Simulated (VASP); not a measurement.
# HBr (Fmmm) in VASP: relaxation of cell and atoms with LDA

Aim: the relaxation of cell and atoms of HBr with LDA.

Program: VASP 6.6.1. These are calculated values, not measurements. Logs are shortened: lines on timing, memory, paths and dates and some standing lists are left out, and cuts for length are marked.

**1. The cell of the first run**

It takes space group Fmmm (No. 69, orthorhombic). The conventional cell has a = 5.555 Å, b = 5.640 Å, c = 6.063 Å, α = 90.00°, β = 90.00°, γ = 90.00°. H (site symmetry mmm) has 6 Br at 2.78 to 3.03 Å within 3.7 Å. Within 3.7 Å of Br (site symmetry mmm) lie 6 H at 2.78 to 3.03 Å.

**2. Relaxation of cell and atoms, LDA**

File INCAR:

```
SYSTEM = HBr
PREC     = Accurate       ! precision mode
ENCUT    = 1230           ! plane-wave cutoff, eV
EDIFF    = 1E-7           ! SCF threshold, eV
ISMEAR   = 0              ! smearing method
SIGMA    = 0.1            ! smearing width, eV
LREAL    = .FALSE.        ! projectors in reciprocal space
LASPH    = .TRUE.         ! aspherical terms in the spheres
NELM     = 120            ! most SCF steps
ALGO     = Normal         ! electronic algorithm
ISIF     = 3              ! what is computed and relaxed
LWAVE    = .FALSE.        ! write WAVECAR
LCHARG   = .FALSE.        ! write CHGCAR
IBRION   = 2              ! ionic algorithm
NSW      = 100            ! ionic steps
EDIFFG   = -0.05          ! ionic threshold
GGA_COMPAT= .FALSE.      
NELMIN   = 4
```

File KPOINTS:

```
Automatic mesh
0
G
  6 6 6
  0 0 0
```

File POSCAR:

```
HBr
1.0
    0.0000000000      2.8200000000      3.0315000000
    2.7775000000      0.0000000000      3.0315000000
    2.7775000000      2.8200000000      0.0000000000
H Br
1 1
Direct
    0.0000000000      0.0000000000      0.0000000000
    0.5000000000      0.5000000000      0.5000000000
```

Potentials or basis: VASP PAW LDA potentials, release 64 (H_h, Br).

Launch:

```console
$ cat potpaw_LDA.64/H_h/POTCAR potpaw_LDA.64/Br/POTCAR > POTCAR
$ mpirun -np 1 vasp_std > vasp.out
```

OUTCAR:

```text
SYSTEM = HBr
   PREC = Accurate
   ENCUT = 1230
   EDIFF = 1E-7
   ISMEAR = 0
   LREAL = .FALSE.
   LASPH = .TRUE.
   NELM = 120
   ISIF = 3
   IBRION = 2
   NSW = 100
   EDIFFG = -0.05
   NELMIN = 4

 ion  position               nearest neighbor table
   1  0.000  0.000  0.000-
   2  0.500  0.500  0.500-

  LATTYP: Found a face centered orthorhombic cell.
 ALAT       =     5.5550000000
 B/A-ratio  =     1.0153015302
 C/A-ratio  =     1.0914491449

  Lattice vectors:

 A1 = (   0.0000000000,   2.8200000000,   3.0315000000)
 A2 = (   2.7775000000,   0.0000000000,   3.0315000000)
 A3 = (   2.7775000000,   2.8200000000,   0.0000000000)

Analysis of symmetry for initial positions (statically):
=====================================================================
 Subroutine PRICEL returns:
 Original cell was already a primitive cell.

 Routine SETGRP: Setting up the symmetry group for a
 face centered orthorhombic supercell.

 Subroutine GETGRP returns: Found  8 space group operations
 (whereof  8 operations were pure point group operations)
 out of a pool of  8 trial point group operations.

The static configuration has the point symmetry D_2h.

Analysis of symmetry for dynamics (positions and initial velocities):
=====================================================================
 Subroutine PRICEL returns:
 Original cell was already a primitive cell.

 Routine SETGRP: Setting up the symmetry group for a
 face centered orthorhombic supercell.

 Subroutine GETGRP returns: Found  8 space group operations
 (whereof  8 operations were pure point group operations)
 out of a pool of  8 trial point group operations.

The dynamic configuration has the point symmetry D_2h.

 Subroutine INISYM returns: Found  8 space group operations
 (whereof  8 operations are pure point group operations),
 and found     1 'primitive' translations

----------------------------------------------------------------------------------------

                                     Primitive cell

  volume of cell :      47.4888

  direct lattice vectors                    reciprocal lattice vectors
     0.000000000  2.820000000  3.031500000    -0.180018002  0.177304965  0.164934851
     2.777500000  0.000000000  3.031500000     0.180018002 -0.177304965  0.164934851
     2.777500000  2.820000000  0.000000000     0.180018002  0.177304965 -0.164934851

  length of vectors
     4.140337215  4.111508057  3.958144294     0.301740015  0.301740015  0.301740015

  position of ions in fractional coordinates (direct lattice)
     0.000000000  0.000000000  0.000000000
     0.500000000  0.500000000  0.500000000

  ion indices of the primitive-cell ions
   primitive index   ion index
                 1           1
                 2           2

----------------------------------------------------------------------------------------

 KPOINTS: Automatic mesh

Automatic generation of k-mesh.
 Grid dimensions read from file:
 generate k-points for:    6    6    6

 Generating k-lattice:

  Cartesian coordinates                     Fractional coordinates (reciprocal lattice)
    -0.030003000  0.029550827  0.027489142     0.166666667  0.000000000  0.000000000
     0.030003000 -0.029550827  0.027489142     0.000000000  0.166666667  0.000000000
     0.030003000  0.029550827 -0.027489142    -0.000000000 -0.000000000  0.166666667

  Length of vectors
     0.050290002  0.050290002  0.050290002

  Shift w.r.t. Gamma in fractional coordinates (k-lattice)
     0.000000000  0.000000000  0.000000000

 Subroutine IBZKPT returns following result:
 ===========================================

 Found     46 irreducible k-points:

 Following reciprocal coordinates:
            Coordinates               Weight
  0.000000  0.000000  0.000000      1.000000
  0.166667 -0.000000 -0.000000      8.000000
  0.333333  0.000000  0.000000      8.000000
  0.500000  0.000000  0.000000      4.000000
  0.166667  0.166667  0.000000      2.000000
  0.333333  0.166667  0.000000      8.000000
[... 16 lines left out ...]
 -0.166667  0.166667  0.166667      8.000000
  0.500000  0.333333  0.166667      4.000000
 [... further k-points ...]
   k-points           NKPTS =     46   k-points in BZ     NKDIM =     46   number of bands    NBANDS=      8
   number of dos      NEDOS =    301   number of ions     NIONS =      2
   total plane-waves  NPLWV = 110592
   dimension x,y,z NGX =    48 NGY =   48 NGZ =   48
   dimension x,y,z NGXF=    96 NGYF=   96 NGZF=   96
   ions per type =               1   1
   NGX,Y,Z   is equivalent  to a cutoff of  19.27, 19.41, 20.16 a.u.
   NGXF,Y,Z  is equivalent  to a cutoff of  38.55, 38.82, 40.32 a.u.
 SYSTEM =  HBr
   PREC   = accura    normal or accurate (medium, high low for compatibility)
   ISTART =      0    job   : 0-new  1-cont  2-samecut
   ICHARG =      2    charge: 1-file 2-atom 10-const
   ISPIN  =      1    spin polarized calculation?
   LNONCOLLINEAR =      F non collinear calculations
   LSORBIT =      F    spin-orbit coupling
   LASPH  =      T    aspherical Exc in radial PAW
   ENCUT  = 1230.0 eV  90.40 Ry    9.51 a.u.  11.84 11.76 11.32*2*pi/ulx,y,z
   NELM   =    120;   NELMIN=  4; NELMDL= -5     # of ELM steps
   EDIFF  = 0.1E-06   stopping-criterion for ELM
   LREAL  =      F    real-space projection
   EDIFFG = -.5E-01   stopping-criterion for IOM
   NSW    =    100    number of steps for IOM
   IBRION =      2    ionic relax: 0-MD 1-quasi-New 2-CG
   NFREE  =      1    steps in history (QN), initial steepest desc. (CG)
   ISIF   =      3    stress and relaxation
   ISYM   =      2    0-nonsym 1-usesym 2-fastsym
   POTIM  = 0.5000    time-step for ionic-motion
   TEBEG  =    0.0;   TEEND  =   0.0 temperature during run
   PSTRESS=    0.0 pullay stress
   NELECT =       8.0000    total number of electrons
   NUPDOWN=      -1.0000    fix difference up-down
   EMIN   =  10.00;   EMAX   =-10.00  energy-range for DOS
   EFERMI =   0.00;   METHOD = LEGACY
   ISMEAR =     0;   SIGMA  =   0.10  broadening in eV -4-tet -1-fermi 0-gaus
   EFERMI_NEDOS =   21; number of points for ismear=-14 and -15
   IALGO  =     38    algorithm
   IMIX   =      4    mixing-type and parameters
     AMIX     =   0.40;   BMIX     =  1.00
     AMIX_MAG =   1.60;   BMIX_MAG =  1.00
  volume/ion in A,a.u.               =      23.74       160.23
  Fermi-wavevector in a.u.,A,eV,Ry     =   0.904152  1.708599 11.122628  0.817490
  Thomas-Fermi vector in A             =   2.027564
   LORBIT       =      0    0 simple, 1 ext, 2 COOP (PROOUT), +10 PAW based schemes
   GGA     = CA    functional components
   LHFCALC =     F    Hartree Fock is set to
   AEXX    =    0.0000 exact exchange contribution
   IVDW    =     0    specifies the selected vdW correction
   LEPSILON=     F    determine dielectric tensor
   LRPA    =     F    only Hartree local field effects (RPA)
 conjugate gradient relaxation of ions
 non-spin polarized calculation
 Gauss-broadening in eV      SIGMA  =   0.10
  energy-cutoff  :     1230.00
  volume of cell :       47.49
 maximum number of plane-waves:      4682
   NGX = 23   NGY = 23   NGZ = 23

--------------------------------------- Ionic step        1  -------------------------------------------

 number of electron       8.0000000 magnetization

 Free energy of the ion-electron system (eV)
  ---------------------------------------------------
  ext. energy  EPLUGINS =         0.00000000
  ---------------------------------------------------
  free energy    TOTEN  =        -3.28557149 eV

  energy without entropy =       -3.28151863  energy(sigma->0) =       -3.28354506

------------------------ aborting loop because EDIFF is reached ----------------------------------------

  FORCE on cell =-STRESS in cart. coord.  units (eV):
  Direction    XX          YY          ZZ          XY          YZ          ZX
  --------------------------------------------------------------------------------------
  -------------------------------------------------------------------------------------
  Total       -3.3884692     -3.0353366     -1.8429301     -0.0000000      0.0000000      0.0000000
  in kB     -114.3203055   -102.4063044    -62.1768480     -0.0000000      0.0000000      0.0000000
  external PRESSURE =     -92.9678193 kB  Pullay stress =       0.0000000 kB
[... 901 lines left out ...]
 k-point    24 :       0.5000    0.3333    0.1667
  band No.  band energies     occupation
      1     -13.7671      2.00000
      2      -1.7977      2.00000
      3      -0.5568      2.00000
      4      -0.2540      2.00000
      5       3.8440      0.00000
      6      10.8533      0.00000
      7      12.9100      0.00000
      8      13.4285      0.00000

 [... further k-points ...]

[... ionic steps 4 to 35 ...]

--------------------------------------- Ionic step       36  -------------------------------------------

 number of electron       8.0000000 magnetization

------------------------ aborting loop because EDIFF is reached ----------------------------------------

  FORCE on cell =-STRESS in cart. coord.  units (eV):
  Direction    XX          YY          ZZ          XY          YZ          ZX
  --------------------------------------------------------------------------------------
  -------------------------------------------------------------------------------------
  Total        0.3851204     -0.0515482      0.1162087      0.0000000      0.0000000      0.0000000
  in kB       15.7562613     -2.1089702      4.7543947      0.0000000      0.0000000      0.0000000
  external PRESSURE =       6.1338953 kB  Pullay stress =       0.0000000 kB
[... 57 lines left out ...]
  energy  without entropy=       -5.4677645947  energy(sigma->0) =       -5.46776460

--------------------------------------- Ionic step       38  -------------------------------------------

 number of electron       8.0000000 magnetization

 Free energy of the ion-electron system (eV)
  ---------------------------------------------------
  ext. energy  EPLUGINS =         0.00000000
  ---------------------------------------------------
  free energy    TOTEN  =        -5.46855993 eV

  energy without entropy =       -5.46855992  energy(sigma->0) =       -5.46855993

 E-fermi :  -0.5182     XC(G=0):  -8.3351

 val. band max:       -0.8525781007   @ k =   0.5000   0.0000   0.5000
 cond. band min:      -0.1866282957   @ k =   0.0000   0.5000   0.5000
 fundamental gap:      0.6659498050
 Fermi energy:        -0.5181579857

 k-point     1 :       0.0000    0.0000    0.0000
  band No.  band energies     occupation
      1     -15.8492      2.00000
      2      -1.5471      2.00000
      3      -1.1460      2.00000
      4      -1.1119      2.00000
      5       0.5510      0.00000
      6       4.8666      0.00000
      7       8.6103      0.00000
      8      13.2538      0.00000
[... 282 lines left out ...]
  FREE ENERGIE OF THE ION-ELECTRON SYSTEM (eV)
  ---------------------------------------------------
  free  energy   TOTEN  =        -5.4685599300 eV

  energy  without entropy=       -5.4685599211  energy(sigma->0) =       -5.46855993

 reached required accuracy - stopping structural energy minimisation
```

It took 11 min on 1 thread of Intel Xeon 6975P-C (Granite Rapids), shared host; peak memory 0.35 GiB.

Results:

```yaml
Free_energy: -5.4686 eV
Relaxed_volume: 19.43 Å³/atom
Relaxed_cell: a = 4.820 Å, b = 3.789 Å, c = 3.803 Å, α = 78.81°, β = 50.47°, γ = 50.73°
Space_group_after_relaxing_to_0.1_Å: I4/mmm (No. 139)
Energy_gained_by_relaxing: 1091.5 meV/atom
Ionic_steps: 38
Pressure_after_relaxing: 0.1 GPa
Band_gap_on_the_k_mesh: 0.67 eV (least direct gap 1.06 eV)
```

Stress tensor (GPa, compression positive):
```
-0.20  0.00  0.00
 0.00  0.17  0.00
 0.00  0.00  0.27
```

The path:
| step | energy change (eV) | largest force (eV/Å) | pressure (GPa) | volume (Å³) |
| --- | --- | --- | --- | --- |
| 1 | 0.0000 | 0.0000 | -9.30 | 47.49 |
| 2 | -0.5686 | 0.0000 | -9.47 | 38.62 |
| 3 | -0.3602 | 0.0000 | 45.17 | 18.58 |
| 4 | -0.9978 | 0.0000 | -6.04 | 31.19 |
| 5 | -1.1320 | 0.0000 | 4.19 | 24.82 |
| 6 | -1.1387 | 0.0000 | 0.32 | 26.35 |
| 7 | -1.1404 | 0.0000 | 1.14 | 25.97 |
| 8 | -1.2032 | 0.0000 | 2.53 | 25.80 |
| 9 | -1.2346 | 0.0000 | 4.73 | 25.56 |
| 10 | -1.2366 | 0.0000 | 5.90 | 25.41 |
| 11 | -1.2930 | 0.0000 | 4.07 | 26.77 |
| 12 | -1.5361 | 0.0000 | 0.78 | 30.94 |
| 13 | -1.8894 | 0.0000 | -2.44 | 39.68 |
| 14 | -2.0808 | 0.0000 | 0.67 | 58.10 |
| 15 | -2.0558 | 0.0000 | -1.95 | 60.51 |
| 16 | -2.0866 | 0.0000 | -0.24 | 58.84 |
| 17 | -2.1015 | 0.0000 | -0.23 | 59.16 |
| 18 | -2.1068 | 0.0000 | -0.13 | 59.32 |
| 19 | -2.1073 | 0.0000 | -0.09 | 59.35 |
| 20 | -2.1090 | 0.0000 | -0.58 | 59.09 |
| 21 | -2.1090 | 0.0000 | -0.53 | 59.12 |
| 22 | -2.1099 | 0.0000 | -0.54 | 58.80 |
| 23 | -2.1130 | 0.0000 | -0.59 | 57.83 |
| 24 | -2.1198 | 0.0000 | -0.70 | 55.82 |
| 25 | -2.1384 | 0.0000 | -0.92 | 51.59 |
| 26 | -2.1498 | 0.0000 | -0.25 | 42.24 |
| 27 | -2.1515 | 0.0000 | -1.01 | 49.08 |
| 28 | -2.1645 | 0.0000 | -0.94 | 45.74 |
| 29 | -2.1540 | 0.0000 | 1.58 | 42.32 |
| 30 | -2.1674 | 0.0000 | -0.22 | 44.62 |
| 31 | -2.1709 | 0.0000 | -0.22 | 43.60 |
| 32 | -2.1755 | 0.0000 | -0.15 | 41.62 |
| 33 | -2.1715 | 0.0000 | 0.30 | 37.80 |
| 34 | -2.1765 | 0.0000 | -0.07 | 40.57 |
| 35 | -2.1800 | 0.0000 | 0.31 | 39.73 |
| 36 | -2.1809 | 0.0000 | 0.61 | 39.16 |
| 37 | -2.1822 | 0.0000 | 0.44 | 39.07 |
| 38 | -2.1830 | 0.0000 | 0.08 | 38.86 |

Final structure:
```xyz
2
Lattice="0.0000 3.4159 3.4002 1.6728 0.0000 3.4002 1.6728 3.4159 0.0000" Properties=species:S:1:pos:R:3 pbc="T T T"
H     0.0000    0.0000    0.0000
Br    1.6728    3.4159    3.4002
```

Caveat: the volume moved by over 15 % at a fixed basis, so the end points are rough; semilocal functionals underestimate gaps, and a narrow one can read as zero.
